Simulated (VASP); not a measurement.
MgS: single point with LDA

The system is MgS.

```xyz
2
Lattice="0.0000 2.5485 2.5485 2.5485 0.0000 2.5485 2.5485 2.5485 0.0000" Properties=species:S:1:pos:R:3 pbc="T T T"
S     2.5485    2.5485    2.5485
Mg    0.0000    0.0000    0.0000
```

```yaml
Program: VASP 6.6.1
Task: single point
Functional: LDA
Potentials_or_basis: VASP PAW LDA potentials, release 64 (S, Mg_sv)
Cutoff: 750 eV
k_mesh: 9 × 9 × 9
Occupations: fermi-dirac, width 0.05 eV
Spin: no spin polarisation
Dipole_correction: no
Mended: yes
Further_INCAR_settings: ALGO = Normal; EDIFF = 1e-06; NBANDS = 15
```

```
Pressure               : 1.4 GPa
Band gap on the k mesh : 2.84 eV (least direct gap 4.01 eV)
```

Levels at points of the mesh, in eV from the valence-band top:
```tsv
k point	band 4	band 5	band 6	band 7	band 8	band 9	band 10	band 11	band 12	band 13
(0.00, 0.00, 0.00)	-41.24	-13.01	0.00	0.00	0.00	4.01	7.79	7.79	7.79	10.33
```

It took 14 s on 1 thread of AMD EPYC 7R13 Processor (Zen 3) (shared host), peak memory 0.13 GiB.

Caveat: an odd mesh through Γ misses points on the zone boundary, where band edges can lie.
